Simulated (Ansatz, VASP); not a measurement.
## One calculation of Si2Ge3, two programs

INCAR

```
SYSTEM = Si2Ge3
PREC = Accurate
ENCUT = 600
EDIFF = 1E-7
ISMEAR = 0
SIGMA = 0.1
LREAL = .FALSE.
LASPH = .TRUE.
NELM = 80
ALGO = Normal
ISIF = 3
LWAVE = .FALSE.
LCHARG = .FALSE.
GGA = PE
IBRION = 2
NSW = 90
EDIFFG = -0.04
```

File KPOINTS:

```
regular mesh
0
G
  4 4 4
  0 0 0
```

File POSCAR:

```
Si2Ge3
1.0
    3.7913843600      0.0000000000      0.0000000000
    0.0000000000      3.7913843600      0.0000000000
    0.0000000000      0.0000000000      5.5842497900
Si Ge
2 3
Direct
    0.0000000000      0.0000000000      0.7211286400
    0.5000000000      0.5000000000      0.2898103300
    0.5000000000      0.0000000000      0.9934612500
    0.0000000000      0.5000000000      0.9934612500
    0.0000000000      0.0000000000      0.2721384500
```

Input for Ansatz:

```yaml
crystal:
  lattice:
    - [3.79138436, 0.0, 0.0]
    - [0.0, 3.79138436, 0.0]
    - [0.0, 0.0, 5.58424979]
  atoms:
    - { symbol: Si, position: [0.0, 0.0, 0.72112864] }
    - { symbol: Si, position: [0.5, 0.5, 0.28981033] }
    - { symbol: Ge, position: [0.5, 0.0, 0.99346125] }
    - { symbol: Ge, position: [0.0, 0.5, 0.99346125] }
    - { symbol: Ge, position: [0.0, 0.0, 0.27213845] }
basis:
  ecutwfc: 420
kpoints:
  mp_grid: { grid: [4, 4, 4] }
hamiltonian:
  xc: pbe
scf:
  occupations: { method: gaussian, width: 0.1 }
  lower_state_search: "off"
output:
  forces: true
  stress: true
  eigenvalues: true
relax:
  adjacent_minimum: "off"
  f_tol: 0.04
  max_steps: 70
  cell: { stress_tol: 0.4 }
```

Change from the starting cell: species swapped into the Cu3Te2 type (P4mm, No. 99).

Alike in both runs: task relaxation of cell and atoms; functional PBE; k mesh 4 × 4 × 4; occupations gaussian, width 0.1 eV; no spin polarisation.

```csv
,VASP,Ansatz
version,VASP 6.6.1,Ansatz 0.2.0
potentials or method,"VASP PAW PBE potentials, release 64 (Si, Ge_d), cutoff 600 eV","scalar-relativistic, plane waves, PAW"
valence electrons in the cell,50,50
```

```csv
,VASP,Ansatz,Ansatz less VASP
"gap on the k mesh at the Fermi level, each at its own relaxed structure (eV)",none,none,-
relaxed volume (Å³/atom),21.53,21.54,+0.009
relaxed cell length with the largest relative difference (Å),6.458,6.483,+0.0256
```

A gap of «none» marks a metal or a gap that the smearing closes.

The k mesh is coarse, so the values compare programs but aren't converged. Noted on VASP's run: the volume moved by over 15 % at a fixed basis, so the end points are rough.
